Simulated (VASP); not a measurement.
# Cr (Im-3m) in VASP: a series of runs, part 2 of 2

VASP 6.6.1. Earlier steps stand in the parts before.

**5. Single point, BLYP (volume scaled by 1.08)**

Input file INCAR:

```
PREC     = Accurate       # precision mode
ENCUT    = 520            # plane-wave cutoff, eV
EDIFF    = 1E-7           # SCF threshold, eV
ISMEAR   = -1             # smearing method
SIGMA    = 0.1            # smearing width, eV
LREAL    = False          # projectors in reciprocal space
LASPH    = True           # aspherical terms in the spheres
NELM     = 60             # most SCF steps
ALGO     = Normal         # electronic algorithm
ISIF     = 2              # what is computed and relaxed
LWAVE    = False          # write WAVECAR
LCHARG   = False          # write CHGCAR
GGA      = B5             # functional
ALDAX    = 1.0          
AGGAX    = 1.0          
AGGAC    = 1.0          
ALDAC    = 0.0          
NBANDS   = 12             # bands
```

Input file KPOINTS:

```
Automatic mesh
0
Gamma
  25 25 25
```

Input file POSCAR:

```
Cr
1.0
   -1.4770691377      1.4770691377      1.4770691377
    1.4770691377     -1.4770691377      1.4770691377
    1.4770691377      1.4770691377     -1.4770691377
Cr
1
Direct
    0.0000000000      0.0000000000      0.0000000000
```

Potentials or basis: VASP PAW PBE potentials, release 64 (Cr_pv).

Launch:

```sh
$ cat potpaw_PBE.64/Cr_pv/POTCAR > POTCAR
$ mpirun -np 1 vasp_std > vasp.out
```

OUTCAR:

```text
PREC = Accurate
   ENCUT = 520
   EDIFF = 1E-7
   ISMEAR = -1
   LREAL = False
   LASPH = True
   NELM = 60
   ISIF = 2
   GGA = B5

 ion  position               nearest neighbor table
   1  0.000  0.000  0.000-

  LATTYP: Found a body centered cubic cell.
 ALAT       =     2.9541382754

  Lattice vectors:

 A1 = (  -1.4770691377,   1.4770691377,   1.4770691377)
 A2 = (   1.4770691377,  -1.4770691377,   1.4770691377)
 A3 = (   1.4770691377,   1.4770691377,  -1.4770691377)

Analysis of symmetry for initial positions (statically):
=====================================================================
 Subroutine PRICEL returns:
 Original cell was already a primitive cell.

 Routine SETGRP: Setting up the symmetry group for a
 body centered cubic supercell.

 Subroutine GETGRP returns: Found 48 space group operations
 (whereof 48 operations were pure point group operations)
 out of a pool of 48 trial point group operations.

The static configuration has the point symmetry O_h .

[... 164 lines left out ...]
 k-point     1 :       0.0000    0.0000    0.0000
  band No.  band energies     occupation
      1     -32.7510      2.00000
      2     -32.7510      2.00000
      3     -32.7510      2.00000
      4       2.6995      2.00000
      5       9.1157      1.99945
      6       9.1157      1.99945
      7       9.1157      1.99945
      8      10.9584      0.00007
      9      10.9584      0.00007
     10      16.6885      0.00000
     11      31.6182      0.00000
     12      31.6182      0.00000
[... 331 lines left out ...]
 k-point    24 :       0.4400    0.0400    0.0000
  band No.  band energies     occupation
      1     -33.3899      2.00000
      2     -32.9612      2.00000
      3     -32.7576      2.00000
      4       6.1293      2.00000
      5       7.8387      2.00000
      6      10.5633      0.00378
      7      10.9197      0.00011
      8      11.3741      0.00000
      9      12.4300      0.00000
     10      16.6884      0.00000
     11      18.9949      0.00000
     12      26.4630      0.00000

 [... further k-points ...]

------------------------ aborting loop because EDIFF is reached ----------------------------------------

  FORCE on cell =-STRESS in cart. coord.  units (eV):
  Direction    XX          YY          ZZ          XY          YZ          ZX
  --------------------------------------------------------------------------------------
  -------------------------------------------------------------------------------------
  Total       -1.2340419     -1.2340419     -1.2340419     -0.0000000      0.0000000      0.0000000
  in kB     -153.3832854   -153.3832854   -153.3832854     -0.0000000      0.0000000      0.0000000
  external PRESSURE =    -153.3832854 kB  Pullay stress =       0.0000000 kB

 VOLUME and BASIS-vectors are now :
 -----------------------------------------------------------------------------
  energy-cutoff  :      520.00
  volume of cell :       12.89
      direct lattice vectors                 reciprocal lattice vectors
    -1.477069138  1.477069138  1.477069138     0.000000000  0.338508190  0.338508190
     1.477069138 -1.477069138  1.477069138     0.338508190  0.000000000  0.338508190
     1.477069138  1.477069138 -1.477069138     0.338508190  0.338508190  0.000000000

 POSITION                                       TOTAL-FORCE (eV/Angst)
 -----------------------------------------------------------------------------------
      0.00000      0.00000      0.00000        -0.000000      0.000000     -0.000000
 -----------------------------------------------------------------------------------
    total drift:                                0.000000     -0.000000      0.000000

  FREE ENERGIE OF THE ION-ELECTRON SYSTEM (eV)
  ---------------------------------------------------
  free  energy   TOTEN  =        -8.2821011982 eV

  energy  without entropy=       -8.2527570442  energy(sigma->0) =       -8.26742912
```

OSZICAR:

```text
N       E                     dE             d eps       ncg     rms          rms(c)
DAV:   1     0.830583325402E+02    0.83058E+02   -0.71526E+03 10980   0.117E+03
DAV:   2    -0.852041641460E+01   -0.91579E+02   -0.88176E+02 11108   0.294E+02
DAV:   3    -0.982029088061E+01   -0.12999E+01   -0.12914E+01 12292   0.422E+01
DAV:   4    -0.982757045941E+01   -0.72796E-02   -0.72794E-02 11692   0.318E+00
DAV:   5    -0.982766366199E+01   -0.93203E-04   -0.93202E-04 12072   0.332E-01    0.108E+01
DAV:   6    -0.831448058954E+01    0.15132E+01   -0.49021E+00 11456   0.354E+01    0.219E+00
DAV:   7    -0.828872716950E+01    0.25753E-01   -0.12715E-01 11188   0.560E+00    0.106E+00
DAV:   8    -0.828247806041E+01    0.62491E-02   -0.68411E-03 11684   0.118E+00    0.187E-01
DAV:   9    -0.828209212038E+01    0.38594E-03   -0.12647E-03 11084   0.568E-01    0.328E-02
DAV:  10    -0.828210271787E+01   -0.10597E-04   -0.51542E-05 11344   0.651E-02    0.570E-03
DAV:  11    -0.828210051538E+01    0.22025E-05   -0.10224E-06 12008   0.150E-02    0.118E-03
DAV:  12    -0.828210111596E+01   -0.60059E-06   -0.56019E-08  7420   0.229E-03    0.192E-04
DAV:  13    -0.828210122287E+01   -0.10690E-06   -0.39630E-09  5648   0.811E-04    0.360E-05
DAV:  14    -0.828210119818E+01    0.24685E-07   -0.23161E-10  5572   0.204E-04
   1 F= -.82821012E+01 E0= -.82674291E+01  d E =-.293442E-01
```

stdout:

```text
POSCAR found type information on POSCAR Cr
 POSCAR found :  1 types and       1 ions
 scaLAPACK will be used
 -----------------------------------------------------------------------------
|                                                                             |
|                                                                             |
|     You enforced a specific xc type in the INCAR file but a different       |
|     I HOPE YOU KNOW WHAT YOU ARE DOING!                                     |
|                                                                             |
 -----------------------------------------------------------------------------

 LDA part: xc-table for (Slater(with rela. corr.)+VWN5), standard interpolation
 POSCAR, INCAR and KPOINTS ok, starting setup
 FFT: planning ... GRIDC
 FFT: planning ... GRID_SOFT
 FFT: planning ... GRID
 WAVECAR not read
 entering main loop
```

It took 26 s on 1 thread of Intel Xeon 6975P-C (Granite Rapids), shared host; peak memory 0.18 GiB.

What came out:

| Item | Value |
| --- | --- |
| Free energy | -8.2821 eV |
| Pressure | -15.3 GPa |
| Band gap on the k mesh | zero (band 6 reaches 11.95 eV, above the bottom of band 7 at 9.12 eV) |

Caveat: the PAW data sets were made with another functional, which shifts forces and pressure a little; the run has no spin polarisation, though such a crystal can be magnetic. Spin polarisation is off, so any magnetic state and its effect on volume and gap are missing.

**6. Summary**

| cell | gap on the mesh (eV) | pressure (GPa) |
| --- | --- | --- |
| a = 2.460 Å, angles 109.5°, 1 atom | none | 10.3 |
| a = 2.494 Å, angles 109.5°, 1 atom | none | -0.1 |
| a = 2.526 Å, angles 109.5°, 1 atom | none | -8.5 |
| a = 2.558 Å, angles 109.5°, 1 atom | none | -15.3 |

Alike in all rows: task single point; level BLYP; potentials or basis VASP PAW PBE potentials, release 64 (Cr_pv); no spin polarisation; k mesh 25 × 25 × 25; cutoff (eV) 520; smearing fermi-dirac 0.1 eV.

Caveats: the PAW data sets were made with another functional, which shifts forces and pressure a little; the run has no spin polarisation, though such a crystal can be magnetic.

Total energies depend on the potentials used, so only differences within one code and one set of settings carry meaning.
